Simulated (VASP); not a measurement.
Input of a VASP 6.6.1 run:

File POSCAR:

```
MgS
1.0
    0.0000000000      2.6015177399      2.6015177399
    2.6015177399      0.0000000000      2.6015177399
    2.6015177399      2.6015177399      0.0000000000
Mg S
1 1
Direct
    0.0000000000      0.0000000000      0.0000000000
    0.5000000000      0.5000000000      0.5000000000
```

The input INCAR.step1:

```
SYSTEM = MgS
PREC = Accurate
ENCUT = 520
ISMEAR = 1
SIGMA = 0.5
LREAL = .FALSE.
LASPH = .TRUE.
NELM = 60
NBANDS = 11
GGA = PE
ALGO = Normal
EDIFF = 1E-4
LWAVE = .TRUE.
LCHARG = .FALSE.
```

INCAR.step2

```
SYSTEM = MgS
PREC = Accurate
ENCUT = 520
EDIFF = 1E-6
ISMEAR = 1
SIGMA = 0.5
LREAL = .FALSE.
LASPH = .TRUE.
NELM = 60
ALGO = Normal
ISIF = 2
LWAVE = .FALSE.
LCHARG = .FALSE.
METAGGA = R2SCAN
LMIXTAU = .TRUE.
NBANDS = 11
ISTART = 1
```

KPOINTS

```
regular mesh
0
G
  6 6 6
  0 0 0
```

Potentials or basis: VASP PAW PBE potentials, release 64 (Mg, S).

The run is started by

```console
$ cat potpaw_PBE.64/Mg/POTCAR potpaw_PBE.64/S/POTCAR > POTCAR
$ cp INCAR.step1 INCAR
$ mpirun -np 1 vasp_std > vasp.out
$ cp INCAR.step2 INCAR
$ mpirun -np 1 vasp_std > vasp.out
```

Task: What does it give for the pressure?

Result: -0.5 GPa.

Task: Predict the band gap on the k mesh.

Result: 3.43 eV, indirect (least direct gap 4.62 eV).

Caveat: the PAW data sets were made with another functional, which shifts forces and pressure a little. A k mesh can miss the band edges.
